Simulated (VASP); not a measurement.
Wanted: the native input for a VASP 6.6.1 run.

```
Task                   : single point
Functional             : PBE
Potentials or basis    : VASP PAW PBE potentials, release 64 (Mg, Si, N)
Cutoff                 : 520 eV
k mesh                 : 6 × 6 × 6
Occupations            : gaussian, width 0.1 eV
Spin                   : no spin polarisation
Dipole correction      : no
Further INCAR settings : ALGO = Normal; EDIFF = 1e-06; NBANDS = 18
```

The structure of MgSi2N2 lies in POSCAR:

```
MgSi2N2
1.0
   -1.3226899621      2.8482866918      4.2961181384
    1.3226899621     -2.8482866918      4.2961181384
    1.3226899621      2.8482866918     -4.2961181384
Mg Si N
1 2 2
Direct
    0.0000000000      0.0000000000      0.0000000000
    0.6344532670      0.1344532670      0.5000000000
    0.3655467330      0.8655467330      0.5000000000
    0.7044344352      0.5000000000      0.2044344352
    0.2955655648      0.5000000000      0.7955655648
```

These files were run (other wordings do the same):

INCAR

```
SYSTEM = MgSi2N2
ALGO     = Normal         ! electronic algorithm
EDIFF    = 1E-6           ! SCF threshold, eV
ENCUT    = 520            ! plane-wave cutoff, eV
GGA      = PE             ! functional
ISIF     = 2              ! what is computed and relaxed
ISMEAR   = 0              ! smearing method
LASPH    = .True.         ! aspherical terms in the spheres
LCHARG   = .False.        ! write CHGCAR
LREAL    = .False.        ! projectors in reciprocal space
LWAVE    = .False.        ! write WAVECAR
NBANDS   = 18             ! bands
NELM     = 100            ! most SCF steps
PREC     = Accurate       ! precision mode
SIGMA    = 0.1            ! smearing width, eV
```

KPOINTS

```
k-points
0
Gamma
  6 6 6
  0 0 0
```

Potentials or basis: VASP PAW PBE potentials, release 64 (Mg, Si, N).

The run is started by

```bash
$ cat potpaw_PBE.64/Mg/POTCAR potpaw_PBE.64/Si/POTCAR potpaw_PBE.64/N/POTCAR > POTCAR
$ mpirun -np 1 vasp_std > vasp.out
```

Results of the run:

```
Pressure               : -0.1 GPa
Largest force          : 0.023 eV/Å
Band gap on the k mesh : 0.18 eV, direct
```

Caveat: the k points lie up to 0.44 Å⁻¹ apart.

It took 68 s on 1 thread of AMD EPYC 9R45 (Zen 5) (shared host), peak memory 0.22 GiB.
